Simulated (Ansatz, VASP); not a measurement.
Two plane-wave programs on Pd

Contents of INCAR:

```
PREC = Accurate ; ENCUT = 600
EDIFF = 1E-6 ; ISMEAR = -1
SIGMA = 0.1 ; LREAL = False
LASPH = True ; NELM = 60
ALGO = Normal ; ISIF = 3
LWAVE = False ; LCHARG = False
GGA = PS ; IBRION = 2
NSW = 80 ; EDIFFG = -0.01
```

File KPOINTS:

```
Automatic mesh
0
Gamma
  12 12 12
```

Contents of POSCAR:

```
Pd
1.0
    2.5140960172      0.0000000000      0.0000000000
    0.0000000000      2.5140960172      0.0000000000
    0.0000000000      0.0000000000      2.5140960172
Pd
1
Direct
    0.0000000000      0.0000000000      0.0000000000
```

Input for Ansatz:

```yaml
crystal:
  lattice:
    - [2.5140960172, 0.0, 0.0]
    - [0.0, 2.5140960172, 0.0]
    - [0.0, 0.0, 2.5140960172]
  atoms:
    - { symbol: Pd, position: [0.0, 0.0, 0.0] }
hamiltonian:
  xc: pbesol
  pseudopotentials:
    kind: paw
    azcp:
      Pd: "pseudopotentials/Pd.paw.azcp"
basis:
  ecutwfc: 420
  fft_grid_basis: typed
kpoints:
  mp_grid: { grid: [12, 12, 12], shift: [0, 0, 0] }
magnetization:
  spin_polarized: false
scf:
  occupations: { method: fermi_dirac, width: 0.1 }
relax:
  max_steps: 60
  f_tol: 0.01
  cell: {}
```

Alike in both runs: task relaxation of cell and atoms; functional PBEsol; k mesh 12 × 12 × 12; occupations fermi-dirac, width 0.1 eV; no spin polarisation.

|  | VASP | Ansatz |
| --- | --- | --- |
| version | VASP 6.6.1 | Ansatz 0.2.0 |
| potentials or method | VASP PAW PBE potentials, release 64 (Pd), cutoff 600 eV | plane waves (420 eV) with PAW, scalar-relativistic |
| valence electrons in the cell | 10 | 18 |

```tsv
	VASP	Ansatz	Ansatz less VASP
relaxed volume (Å³/atom)	16.86	16.91	+0.052
relaxed cell length with the largest relative difference (Å)	2.564	2.567	+0.0026
```

VASP's potentials were made for PBE, not for PBEsol, and Ansatz warns of the same on its side. VASP's potentials hold 10 valence electrons a cell and Ansatz's 18, so a difference there can come from the potentials and not from the codes.
